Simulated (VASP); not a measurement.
A run of VASP 6.6.1 is set up as follows.

The input POSCAR:

```
BAs
1.0
    0.0000000000      2.3885000000      2.3885000000
    2.3885000000      0.0000000000      2.3885000000
    2.3885000000      2.3885000000      0.0000000000
B As
1 1
Direct
    0.0000000000      0.0000000000      0.0000000000
    0.2500000000      0.2500000000      0.2500000000
```

The input INCAR.step1:

```
PREC = Accurate
ENCUT = 500
EDIFF = 1E-8
ISMEAR = 0
SIGMA = 0.01
LREAL = F
LASPH = T
NELM = 100
ALGO = Normal
LWAVE = T
LCHARG = F
GGA = PE
```

File INCAR.step2:

```
PREC = Accurate
ENCUT = 500
EDIFF = 1E-8
ISMEAR = 0
SIGMA = 0.01
LREAL = F
LASPH = T
NELM = 1
ALGO = Exact
LWAVE = T
LCHARG = F
GGA = PE
NBANDS = 195
LOPTICS = T
ISTART = 1
```

File INCAR.step3:

```
PREC = Accurate
ENCUT = 500
EDIFF = 1E-8
ISMEAR = 0
SIGMA = 0.01
LREAL = F
LASPH = T
ALGO = EVGW0
LWAVE = F
LCHARG = F
GGA = PE
NELMGW = 1
NBANDS = 195
ENCUTGW = 143.3
NOMEGA = 48
PRECFOCK = Fast
ISTART = 1
NBANDSGW = 12
```

The input KPOINTS:

```
regular mesh
0
Gamma
  2 2 2
```

Potentials or basis: VASP PAW PBE potentials, release 64 (B_GW, As_GW).

Launch:

```console
$ cat potpaw_PBE.64/B_GW/POTCAR potpaw_PBE.64/As_GW/POTCAR > POTCAR
$ cp INCAR.step1 INCAR
$ mpirun -np 1 vasp_std > vasp.out
$ cp INCAR.step2 INCAR
$ mpirun -np 1 vasp_std > vasp.out
$ cp INCAR.step3 INCAR
$ mpirun -np 1 vasp_std > vasp.out
```

(1) What does it give for the quasiparticle gap?

(2) What does it give for the least direct quasiparticle gap?

(3) Estimate the least direct gap of the starting levels on the mesh.

(4) Estimate the band gap of the starting levels on the mesh.

Results:

(1) 1.69 eV.

(2) 3.98 eV.

(3) 3.14 eV.

(4) 1.28 eV.

Caveat: the k points lie up to 1.14 Å⁻¹ apart; bands, screening cutoff and mesh are small and nothing is extrapolated, so the quasiparticle values aren't converged.
